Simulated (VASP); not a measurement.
# NaCl in VASP: further runs

NaCl is run at these levels: PBE; tasks: single point.

Program: VASP 6.6.1. These are calculated values, not measurements. Logs are shortened: lines on timing, memory, paths and dates and some standing lists are left out, and cuts for length are marked.

## Step 1: The cell of the first run

The cell holds a disordered packing, 10 atoms: a = 3.830 Å, b = 7.422 Å, c = 8.553 Å, α = 95.07°, β = 89.76°, γ = 88.95°.

## Step 2: Single point, PBE

Input file INCAR:

```
SYSTEM = NaCl
PREC = Accurate
ENCUT = 520
EDIFF = 1E-6
ISMEAR = 0
SIGMA = 0.1
LREAL = .False.
LASPH = .True.
NELM = 60
ALGO = Normal
ISIF = 2
LWAVE = .False.
LCHARG = .False.
GGA = PE
NBANDS = 46
ISYM = 0
```

Input file KPOINTS:

```
Automatic mesh
0
Gamma
  2 1 1
  0.5 0 0
```

Input file POSCAR:

```
NaCl
1.0
    3.8247165068      0.1507008102     -0.1312890542
   -0.1685354273      7.4120265366     -0.3553085963
    0.3419796819     -0.3397938820      8.5390674678
Na Cl
5 5
Direct
    0.3027051633      0.7301575620      0.7435980319
    0.8130798597      0.3352170268      0.9565508171
    0.3056042184      0.9534347968      0.1304338947
    0.8046945860      0.5916570717      0.3334078149
    0.3220265806      0.2079086965      0.5419157329
    0.8138988278      0.7089901593      0.0195175244
    0.3196457279      0.3199309595      0.2290933591
    0.8107608527      0.4643462359      0.6353140352
    0.3211577200      1.0941905698      0.8396802045
    0.2910219004      0.8509736978      0.4314708042
```

Potentials or basis: VASP PAW PBE potentials, release 64 (Na_pv, Cl).

Launch:

```
$ cat potpaw_PBE.64/Na_pv/POTCAR potpaw_PBE.64/Cl/POTCAR > POTCAR
$ mpirun -np 1 vasp_std > vasp.out
```

OUTCAR:

```text
SYSTEM = NaCl
   PREC = Accurate
   ENCUT = 520
   EDIFF = 1E-6
   ISMEAR = 0
   LREAL = .False.
   LASPH = .True.
   NELM = 60
   ISIF = 2
   GGA = PE
   ISYM = 0

 ion  position               nearest neighbor table
   1  0.303  0.730  0.744-
   2  0.813  0.335  0.957-
   3  0.306  0.953  0.130-
   4  0.805  0.592  0.333-
   5  0.322  0.208  0.542-
   6  0.814  0.709  0.020-
   7  0.320  0.320  0.229-
   8  0.811  0.464  0.635-
   9  0.321  0.094  0.840-
  10  0.291  0.851  0.431-

IMPORTANT INFORMATION: All symmetrisations will be switched off!
NOSYMM: (Re-)initialisation of all symmetry stuff for point group C_1.

----------------------------------------------------------------------------------------

                                     Primitive cell

  volume of cell :     242.1352

  direct lattice vectors                    reciprocal lattice vectors
     3.824716507  0.150700810 -0.131289054     0.260891650  0.005441699 -0.010231865
    -0.168535427  7.412026537 -0.355308596    -0.005130328  0.135066709  0.005580154
     0.341979682 -0.339793882  8.539067468     0.003797765  0.005703761  0.117183679

  length of vectors
     3.829935235  7.422451466  8.552665269     0.261148916  0.135279246  0.117383860

  position of ions in fractional coordinates (direct lattice)
     0.302705163  0.730157562  0.743598032
     0.813079860  0.335217027  0.956550817
     0.305604218  0.953434797  0.130433895
     0.804694586  0.591657072  0.333407815
     0.322026581  0.207908696  0.541915733
     0.813898828  0.708990159  0.019517524
     0.319645728  0.319930959  0.229093359
     0.810760853  0.464346236  0.635314035
     0.321157720  0.094190570  0.839680204
     0.291021900  0.850973698  0.431470804

  ion indices of the primitive-cell ions
   primitive index   ion index
                 1           1
                 2           2
                 3           3
                 4           4
                 5           5
                 6           6
                 7           7
                 8           8
                 9           9
                10          10

----------------------------------------------------------------------------------------

 KPOINTS: Automatic mesh

Automatic generation of k-mesh.
 Grid dimensions read from file:
 generate k-points for:    2    1    1

 Generating k-lattice:

  Cartesian coordinates                     Fractional coordinates (reciprocal lattice)
     0.130445825  0.002720849 -0.005115933     0.500000000 -0.000000000  0.000000000
    -0.005130328  0.135066709  0.005580154    -0.000000000  1.000000000 -0.000000000
     0.003797765  0.005703761  0.117183679    -0.000000000  0.000000000  1.000000000

  Length of vectors
     0.130574458  0.135279246  0.117383860

  Shift w.r.t. Gamma in fractional coordinates (k-lattice)
     0.500000000  0.000000000  0.000000000

 Subroutine IBZKPT returns following result:
 ===========================================

 Found      1 irreducible k-points:

 Following reciprocal coordinates:
            Coordinates               Weight
  0.250000  0.000000 -0.000000      2.000000
   k-points           NKPTS =      1   k-points in BZ     NKDIM =      1   number of bands    NBANDS=     46
   number of dos      NEDOS =    301   number of ions     NIONS =     10
   total plane-waves  NPLWV = 100352
   dimension x,y,z NGX =    28 NGY =   56 NGZ =   64
   dimension x,y,z NGXF=    56 NGYF=  112 NGZF=  128
   ions per type =               5   5
   NGX,Y,Z   is equivalent  to a cutoff of  12.15, 12.54, 12.44 a.u.
   NGXF,Y,Z  is equivalent  to a cutoff of  24.31, 25.09, 24.88 a.u.
 SYSTEM =  NaCl
   PREC   = accura    normal or accurate (medium, high low for compatibility)
   ISTART =      0    job   : 0-new  1-cont  2-samecut
   ICHARG =      2    charge: 1-file 2-atom 10-const
   ISPIN  =      1    spin polarized calculation?
   LNONCOLLINEAR =      F non collinear calculations
   LSORBIT =      F    spin-orbit coupling
   LASPH  =      T    aspherical Exc in radial PAW
   ENCUT  =  520.0 eV  38.22 Ry    6.18 a.u.   7.12 13.80 15.90*2*pi/ulx,y,z
   NELM   =     60;   NELMIN=  2; NELMDL= -5     # of ELM steps
   EDIFF  = 0.1E-05   stopping-criterion for ELM
   LREAL  =      F    real-space projection
   EDIFFG = 0.1E-04   stopping-criterion for IOM
   NSW    =      0    number of steps for IOM
   IBRION =     -1    ionic relax: 0-MD 1-quasi-New 2-CG
   NFREE  =      0    steps in history (QN), initial steepest desc. (CG)
   ISIF   =      2    stress and relaxation
   ISYM   =      0    0-nonsym 1-usesym 2-fastsym
   POTIM  = 0.5000    time-step for ionic-motion
   TEBEG  =    0.0;   TEEND  =   0.0 temperature during run
   PSTRESS=    0.0 pullay stress
   NELECT =      70.0000    total number of electrons
   NUPDOWN=      -1.0000    fix difference up-down
   EMIN   =  10.00;   EMAX   =-10.00  energy-range for DOS
   EFERMI =   0.00;   METHOD = LEGACY
   ISMEAR =     0;   SIGMA  =   0.10  broadening in eV -4-tet -1-fermi 0-gaus
   EFERMI_NEDOS =   21; number of points for ismear=-14 and -15
   IALGO  =     38    algorithm
   IMIX   =      4    mixing-type and parameters
     AMIX     =   0.40;   BMIX     =  1.00
     AMIX_MAG =   1.60;   BMIX_MAG =  1.00
  volume/ion in A,a.u.               =      24.21       163.40
  Fermi-wavevector in a.u.,A,eV,Ry     =   1.082484  2.045598 15.942922  1.171772
  Thomas-Fermi vector in A             =   2.218527
   LORBIT       =      0    0 simple, 1 ext, 2 COOP (PROOUT), +10 PAW based schemes
   GGA     = PE    functional components
   LHFCALC =     F    Hartree Fock is set to
   AEXX    =    0.0000 exact exchange contribution
   IVDW    =     0    specifies the selected vdW correction
   LEPSILON=     F    determine dielectric tensor
   LRPA    =     F    only Hartree local field effects (RPA)
 non-spin polarized calculation
 Gauss-broadening in eV      SIGMA  =   0.10
  energy-cutoff  :      520.00
  volume of cell :      242.14
 maximum number of plane-waves:      6511
 NGX is ok and might be reduce to    28
   NGX = 15   NGY = 27   NGZ = 31

 number of electron      70.0000005 magnetization

 Free energy of the ion-electron system (eV)
  ---------------------------------------------------
  ext. energy  EPLUGINS =         0.00000000
  ---------------------------------------------------
  free energy    TOTEN  =       -33.48892930 eV

  energy without entropy =      -33.48892930  energy(sigma->0) =      -33.48892930

 E-fermi :  -0.6096     XC(G=0):  -7.7855

 val. band max:       -1.1272059021   @ k =   0.2500   0.0000  -0.0000
 cond. band min:       4.7456970758   @ k =   0.2500   0.0000  -0.0000
 fundamental gap:      5.8729029779
 Fermi energy:        -0.6096254695

 k-point     1 :       0.2500    0.0000   -0.0000
  band No.  band energies     occupation
      1     -22.2622      2.00000
      2     -22.2440      2.00000
      3     -22.2288      2.00000
      4     -22.1697      2.00000
      5     -22.1659      2.00000
      6     -22.1508      2.00000
[... 38 lines left out ...]
     45       8.6678      0.00000
     46       8.9122      0.00000

------------------------ aborting loop because EDIFF is reached ----------------------------------------

  FORCE on cell =-STRESS in cart. coord.  units (eV):
  Direction    XX          YY          ZZ          XY          YZ          ZX
  --------------------------------------------------------------------------------------
  -------------------------------------------------------------------------------------
  Total       -0.0452231     -0.2120543     -0.0829451      0.0145706     -0.0222334      0.0751769
  in kB       -0.2992350     -1.4031354     -0.5488368      0.0964115     -0.1471156      0.4974359
  external PRESSURE =      -0.7504024 kB  Pullay stress =       0.0000000 kB

 VOLUME and BASIS-vectors are now :
 -----------------------------------------------------------------------------
  energy-cutoff  :      520.00
  volume of cell :      242.14
      direct lattice vectors                 reciprocal lattice vectors
     3.824716507  0.150700810 -0.131289054     0.260891650  0.005441699 -0.010231865
    -0.168535427  7.412026537 -0.355308596    -0.005130328  0.135066709  0.005580154
     0.341979682 -0.339793882  8.539067468     0.003797765  0.005703761  0.117183679

 POSITION                                       TOTAL-FORCE (eV/Angst)
 -----------------------------------------------------------------------------------
      1.28900      5.20490      6.05046        -0.005721      0.003686      0.000447
      3.38042      2.28214      7.94220        -0.005199      0.000393      0.013210
      1.05277      7.06862      0.73490        -0.000037     -0.006323     -0.010105
      3.09203      4.39336      2.53112         0.003582     -0.002436     -0.002189
      1.38194      1.40541      4.51130        -0.002583      0.001386     -0.002364
      3.00012      5.37108     -0.19210         0.005408      0.000258     -0.004264
      1.24698      2.34166      1.80060        -0.000306     -0.001790      0.000385
      3.23994      3.34805      5.15356        -0.000723      0.003592     -0.002682
      1.49962      0.46122      7.09445         0.000011     -0.001971      0.007081
      1.11721      6.20469      3.34379         0.005568      0.003205      0.000481
 -----------------------------------------------------------------------------------
    total drift:                               -0.000050      0.000302      0.000575

  FREE ENERGIE OF THE ION-ELECTRON SYSTEM (eV)
  ---------------------------------------------------
  free  energy   TOTEN  =       -33.4889293027 eV

  energy  without entropy=      -33.4889293027  energy(sigma->0) =      -33.48892930
```

Wall time 9 s (1 thread of Intel Xeon 6975P-C (Granite Rapids), shared host); peak memory 0.28 GiB.

Results:

* Free energy: -33.4889 eV
* Pressure: -0.1 GPa
* Largest force: 0.014 eV/Å

Forces on the atoms (eV/Å):
```
Na  -0.006  0.004  0.000
Na  -0.005  0.000  0.013
Na   0.000 -0.006 -0.010
Na   0.004 -0.002 -0.002
Na  -0.003  0.001 -0.002
Cl   0.005  0.000 -0.004
Cl   0.000 -0.002  0.000
Cl  -0.001  0.004 -0.003
Cl   0.000 -0.002  0.007
Cl   0.006  0.003  0.000
```

Stress tensor (GPa, compression positive):
```
-0.03  0.01  0.05
 0.01 -0.14 -0.01
 0.05 -0.01 -0.05
```

Caveat: the k points lie up to 0.85 Å⁻¹ apart, too coarse for converged energies, forces and pressures.

## Step 3: Single point, PBE

Input file INCAR:

```
  PREC = Accurate
  ENCUT = 520
  EDIFF = 1E-7
  ISMEAR = 0
  SIGMA = 0.02
  LREAL = F
  LASPH = T
  NELM = 80
  ALGO = Normal
  ISIF = 2
  LWAVE = F
  LCHARG = F
  GGA = PE
  NBANDS = 46
```

Input file KPOINTS:

```
regular mesh
0
Gamma
  5 3 3
```

Input file POSCAR:

```
NaCl
1.0
    3.8247170000      0.1507010000     -0.1312890000
   -0.1685350000      7.4120270000     -0.3553090000
    0.3419800000     -0.3397940000      8.5390670000
Na Cl
5 5
Direct
    0.3027051633      0.7301575620      0.7435980319
    0.8130798597      0.3352170268      0.9565508171
    0.3056042184      0.9534347968      0.1304338947
    0.8046945860      0.5916570717      0.3334078149
    0.3220265806      0.2079086965      0.5419157329
    0.8138988278      0.7089901593      0.0195175244
    0.3196457279      0.3199309595      0.2290933591
    0.8107608527      0.4643462359      0.6353140352
    0.3211577200      0.0941905698      0.8396802045
    0.2910219004      0.8509736978      0.4314708042
```

Potentials or basis: VASP PAW PBE potentials, release 64 (Na_pv, Cl).

Launch:

```
$ cat potpaw_PBE.64/Na_pv/POTCAR potpaw_PBE.64/Cl/POTCAR > POTCAR
$ mpirun -np 1 vasp_std > vasp.out
```

It took 1.8 min on 1 thread of Intel Xeon 6975P-C (Granite Rapids), shared host; peak memory 0.39 GiB.

The run converged. Its results:

- Free energy: -33.2067 eV
- Pressure: 0.4 GPa
- Largest force: 0.049 eV/Å
- Band gap on the k mesh: 4.44 eV (least direct gap 4.51 eV)

Forces in eV/Å, atoms in the order of the input:
```
Na  -0.006  0.001 -0.003
Na  -0.005 -0.007  0.009
Na   0.001 -0.018 -0.010
Na   0.004  0.000 -0.001
Na  -0.004  0.012 -0.003
Cl   0.006  0.008  0.004
Cl  -0.001  0.008  0.048
Cl  -0.001  0.003 -0.009
Cl  -0.002  0.006  0.010
Cl   0.008 -0.013 -0.046
```

Stress tensor (GPa, compression positive):
```
 1.62  0.07 -0.01
 0.07 -0.20  0.01
-0.01  0.01 -0.25
```

Levels at points of the mesh, in eV from the valence-band top:
```csv
k point,band 31,band 32,band 33,band 34,band 35,band 36,band 37,band 38,band 39,band 40
"(0.00, 0.00, 0.00)",-0.37,-0.28,-0.25,-0.09,-0.07,4.44,6.91,7.03,7.50,7.79
```
